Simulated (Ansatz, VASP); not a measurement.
Al2Cu in VASP and in Ansatz

The input INCAR:

```
SYSTEM = Al2Cu
ALGO     = Normal         ! electronic algorithm
EDIFF    = 1E-6           ! SCF threshold, eV
ENCUT    = 600            ! plane-wave cutoff, eV
GGA      = RE             ! functional
GGA_COMPAT= .FALSE.      
ISIF     = 2              ! what is computed and relaxed
ISMEAR   = 0              ! smearing method
LASPH    = .TRUE.         ! aspherical terms in the spheres
LCHARG   = .FALSE.        ! write CHGCAR
LREAL    = .FALSE.        ! projectors in reciprocal space
LWAVE    = .FALSE.        ! write WAVECAR
NBANDS   = 16             ! bands
NELM     = 120            ! most SCF steps
PREC     = Accurate       ! precision mode
SIGMA    = 0.15           ! smearing width, eV
```

Contents of KPOINTS:

```
k-points
0
G
  12 12 16
  0 0 0
```

File POSCAR:

```
Al2Cu
1.0
    3.9616470306      0.0000000000      0.0000000000
    0.0000000000      3.9616470306      0.0000000000
    0.0000000000      0.0000000000      2.7610029088
Al Cu
2 1
Direct
    0.5000000000      0.0000000000      0.5000000000
    0.0000000000      0.5000000000      0.5000000000
    0.0000000000      0.0000000000      0.0000000000
```

Input for Ansatz:

```yaml
crystal:
  lattice:
    - [3.9616470306, 0.0, 0.0]
    - [0.0, 3.9616470306, 0.0]
    - [0.0, 0.0, 2.7610029088]
  atoms:
    - { symbol: Al, position: [0.5, 0.0, 0.5] }
    - { symbol: Al, position: [0.0, 0.5, 0.5] }
    - { symbol: Cu, position: [0.0, 0.0, 0.0] }
kpoints:
  mp_grid: { grid: [12, 12, 16] }
hamiltonian:
  xc: revpbe
scf:
  occupations: { method: gaussian, width: 0.15 }
output:
  forces: true
  eigenvalues: true
  stress: true
```

Alike in both runs: task single point; functional revPBE; k mesh 12 × 12 × 16; occupations gaussian, width 0.15 eV; no spin polarisation.

|  | VASP | Ansatz |
| --- | --- | --- |
| version | VASP 6.6.1 | Ansatz 0.2.0 |
| potentials or method | VASP PAW PBE potentials, release 64 (Al, Cu) | scalar-relativistic, plane waves, PAW |
| plane-wave cutoff (eV) | 600 | 420 |
| valence electrons in the cell | 17 | 25 |

|  | VASP | Ansatz | Ansatz less VASP |
| --- | --- | --- | --- |
| gap on the k mesh at the Fermi level (eV) | none | none | - |
| pressure (GPa) | 16.9 | 16.8 | -0.04 |
| traceless stress, the component that is largest in VASP (GPa) | 0.09 | 0.06 | -0.028 |

VASP's potentials were made for PBE, not for revPBE. A gap of «none» marks a metal or a gap that the smearing closes. The functional is the same, so the differences come from potentials, cutoffs and numerics. VASP's potentials hold 17 valence electrons a cell and Ansatz's 25, so a difference there can come from the potentials and not from the codes.
